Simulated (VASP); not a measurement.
# TePb (Pm-3m) in VASP: settings compared, part 2 of 2

VASP 6.6.1. Earlier steps stand in the parts before.

### Step 5. Single point, HF

This run uses another cell than the first one, of 33.98 Å³/atom.

The input, POSCAR:

```
TePb
1.0
    4.0807831442      0.0000000000      0.0000000000
    0.0000000000      4.0807831442      0.0000000000
    0.0000000000      0.0000000000      4.0807831442
Pb Te
1 1
Direct
    0.0000000000      0.0000000000      0.0000000000
    0.5000000000      0.5000000000      0.5000000000
```

The input, INCAR.step1:

```
  PREC = Accurate
  ENCUT = 520
  EDIFF = 1E-5
  ISMEAR = -1
  SIGMA = 0.05
  LREAL = F
  LASPH = T
  NELM = 80
  ALGO = Normal
  ISIF = 2
  LWAVE = T
  LCHARG = F
  GGA = PE
  NBANDS = 17
```

The input, INCAR.step2:

```
  PREC = Accurate
  ENCUT = 520
  EDIFF = 1E-6
  ISMEAR = -1
  SIGMA = 0.05
  LREAL = F
  LASPH = T
  NELM = 80
  ALGO = Normal
  ISIF = 2
  LWAVE = F
  LCHARG = F
  GGA = PE
  LHFCALC = T
  AEXX = 1.0
  ALDAC = 0.0
  AGGAC = 0.0
  PRECFOCK = Normal
  ISTART = 1
  NBANDS = 17
```

The input, KPOINTS:

```
regular mesh
0
Gamma
  4 4 4
```

Potentials or basis: VASP PAW PBE potentials, release 64 (Pb_d, Te).

The run is started by

```console
cat potpaw_PBE.64/Pb_d/POTCAR potpaw_PBE.64/Te/POTCAR > POTCAR
cp INCAR.step1 INCAR
mpirun -np 1 vasp_std > vasp.out
cp INCAR.step2 INCAR
mpirun -np 1 vasp_std > vasp.out
```

OUTCAR:

```text
PREC = Accurate
   ENCUT = 520
   EDIFF = 1E-6
   ISMEAR = -1
   LREAL = F
   LASPH = T
   NELM = 80
   ISIF = 2
   GGA = PE
   LHFCALC = T
   AEXX = 1.0
   PRECFOCK = Normal
   ISTART = 1

 ion  position               nearest neighbor table
   1  0.000  0.000  0.000-   2 3.53   2 3.53   2 3.53   2 3.53   2 3.53   2 3.53   2 3.53   2 3.53

   2  0.500  0.500  0.500-   1 3.53   1 3.53   1 3.53   1 3.53   1 3.53   1 3.53   1 3.53   1 3.53

  LATTYP: Found a simple cubic cell.
 ALAT       =     4.0807831442

  Lattice vectors:

 A1 = (   4.0807831442,   0.0000000000,   0.0000000000)
 A2 = (   0.0000000000,   4.0807831442,   0.0000000000)
 A3 = (   0.0000000000,   0.0000000000,   4.0807831442)

Analysis of symmetry for initial positions (statically):
=====================================================================
 Subroutine PRICEL returns:
 Original cell was already a primitive cell.

 Routine SETGRP: Setting up the symmetry group for a
 simple cubic supercell.

[... 154 lines left out ...]
  free energy    TOTEN  =       -16.61577986 eV

  energy without entropy =      -16.61577953  energy(sigma->0) =      -16.61577970

 E-fermi :   5.9703     XC(G=0):   0.0000

 val. band max:        5.3267001442   @ k =   0.5000   0.5000   0.5000
 cond. band min:       6.6138785237   @ k =   0.5000   0.5000   0.0000
 fundamental gap:      1.2871783795
 Fermi energy:         5.9702952874

 k-point     1 :       0.0000    0.0000    0.0000
  band No.  band energies     occupation
      1     -20.2869      2.00000
      2     -20.2869      2.00000
      3     -20.2364      2.00000
      4     -20.2364      2.00000
      5     -20.2364      2.00000
      6     -12.0612      2.00000
[... 177 lines left out ...]
      4     -20.1936      2.00000
      5     -20.1936      2.00000
      6      -8.7295      2.00000
[... 9 lines left out ...]
     16      25.2712      0.00000
     17      25.2712      0.00000

------------------------ aborting loop because EDIFF is reached ----------------------------------------

  FORCE on cell =-STRESS in cart. coord.  units (eV):
  Direction    XX          YY          ZZ          XY          YZ          ZX
  --------------------------------------------------------------------------------------
  -------------------------------------------------------------------------------------
  Total        0.1764213      0.1764213      0.1764213      0.0000000      0.0000000      0.0000000
  in kB        4.1594038      4.1594038      4.1594038      0.0000000      0.0000000      0.0000000
  external PRESSURE =       4.1594038 kB  Pullay stress =       0.0000000 kB

 VOLUME and BASIS-vectors are now :
 -----------------------------------------------------------------------------
  energy-cutoff  :      520.00
  volume of cell :       67.96
      direct lattice vectors                 reciprocal lattice vectors
     4.080783144  0.000000000  0.000000000     0.245051002  0.000000000  0.000000000
     0.000000000  4.080783144  0.000000000     0.000000000  0.245051002  0.000000000
     0.000000000  0.000000000  4.080783144     0.000000000  0.000000000  0.245051002

 POSITION                                       TOTAL-FORCE (eV/Angst)
 -----------------------------------------------------------------------------------
      0.00000      0.00000      0.00000         0.000000      0.000000      0.000000
      2.04039      2.04039      2.04039         0.000000      0.000000      0.000000
 -----------------------------------------------------------------------------------
    total drift:                                0.000001      0.000001     -0.000001

  FREE ENERGIE OF THE ION-ELECTRON SYSTEM (eV)
  ---------------------------------------------------
  free  energy   TOTEN  =       -16.6157798635 eV

  energy  without entropy=      -16.6157795294  energy(sigma->0) =      -16.61577970
```

OUTCAR.step1:

```text
PREC = Accurate
   ENCUT = 520
   EDIFF = 1E-5
   ISMEAR = -1
   LREAL = F
[... 405 lines left out ...]
      0.00000      0.00000      0.00000         0.000000      0.000000      0.000000
      2.04039      2.04039      2.04039         0.000000      0.000000      0.000000
 -----------------------------------------------------------------------------------
    total drift:                                0.000000     -0.000000     -0.000000

  FREE ENERGIE OF THE ION-ELECTRON SYSTEM (eV)
  ---------------------------------------------------
  free  energy   TOTEN  =        -6.9371792192 eV

  energy  without entropy=       -6.9172230860  energy(sigma->0) =       -6.92720115
```

Run time: 28 min. Hardware: 1 thread of Intel Xeon 8259CL, shared host; peak memory 0.19 GiB.

Results:

```yaml
Free_energy: -16.6158 eV
Pressure: 0.4 GPa
Band_gap_on_the_k_mesh: zero (bands 10 and 11 overlap by 1.29 eV)
```

Caveat: the k points lie up to 0.38 Å⁻¹ apart, too coarse for converged energies and pressures of a metal; the PAW data sets were made with another functional, which shifts forces and pressure a little; spin-orbit coupling is left out, which moves the levels of the heavy elements.

### Step 6. Overview

```tsv
level	cell	cutoff (eV)	smearing	share of exact exchange	screening parameter	gap on the mesh (eV)	pressure (GPa)
r2SCAN0	a = 4.029 Å, 2 atoms	520	fermi-dirac 0.05 eV	0.25	-	none	-1.6
PBE0+D3(BJ)	a = 4.002 Å, 2 atoms	400	methfessel-paxton 0.1 eV	0.25	-	none	-2.5
PBE-based screened hybrid with 25 % exact exchange	a = 4.002 Å, 2 atoms	400	methfessel-paxton 0.1 eV	0.25	0.3 1/Å	none	-0.3
HF	a = 4.081 Å, 2 atoms	520	fermi-dirac 0.05 eV	1	-	none	0.4
```

Alike in all rows: task single point; potentials or basis VASP PAW PBE potentials, release 64 (Pb_d, Te); no spin polarisation; k mesh 4 × 4 × 4.

Caveats: all runs use coarse meshes; the PAW data sets were made with another functional, which shifts forces and pressure a little; spin-orbit coupling is left out, which moves the levels of the heavy elements; three body term missing (at least some runs).

Absolute energies hang on the potentials; compare differences alone.
